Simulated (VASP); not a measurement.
Write the native input for VASP 6.6.1 that does the following.

* Task: single point
* Functional: PBE
* Potentials or basis: VASP PAW PBE potentials, release 64 (B, Pt, Cl)
* Cutoff: 520 eV
* k mesh: 10 × 10 × 6
* Occupations: gaussian, width 0.1 eV
* Spin: no spin polarisation
* Dipole correction: no
* Further INCAR settings: ALGO = Normal; EDIFF = 1e-07; NBANDS = 24

The structure of B2Pt2Cl lies in POSCAR:

```
B2Pt2Cl
1.0
    3.7518186086      0.0000000000      0.0000000000
    0.0000000000      3.7518186086      0.0000000000
    0.0000000000      0.0000000000      7.3802092014
B Pt Cl
2 2 1
Direct
    0.5000000000      0.0000000000      0.3259571146
    0.0000000000      0.5000000000      0.3259571146
    0.5000000000      0.0000000000      0.5794959659
    0.0000000000      0.5000000000      0.5794959659
    0.0000000000      0.0000000000      0.8624979190
```

The cell was built from a structure type or drawn by symmetry, and may not be a known phase.

One way to write it, as run:

INCAR

```
PREC = Accurate
ENCUT = 520
EDIFF = 1E-7
ISMEAR = 0
SIGMA = 0.1
LREAL = F
LASPH = T
NELM = 100
ALGO = Normal
ISIF = 2
LWAVE = F
LCHARG = F
GGA = PE
NBANDS = 24
```

KPOINTS

```
regular mesh
0
Gamma
  10 10 6
```

Potentials or basis: VASP PAW PBE potentials, release 64 (B, Pt, Cl).

The run is started by

```bash
$ cat potpaw_PBE.64/B/POTCAR potpaw_PBE.64/Pt/POTCAR potpaw_PBE.64/Cl/POTCAR > POTCAR
$ mpirun -np 1 vasp_std > vasp.out
```

It gave:

```json
{
 "Pressure": "0.0 GPa",
 "Largest force": "0.125 eV/Å",
 "Band gap on the k mesh": "zero (an odd number of electrons rules out a gap without spin polarisation)"
}
```

Caveat: spin-orbit coupling is left out, which moves the levels of the heavy elements; this functional lacks dispersion, which binds the layers, so the pressure and a relaxed spacing across them are unreliable; an odd number of electrons without spin polarisation forces a metal; a magnetic or distorted state may lie lower.

Run time: 81 s on 1 thread of Intel(R) Xeon(R) 6975P-C (Granite Rapids) (shared host), peak memory 0.33 GiB.
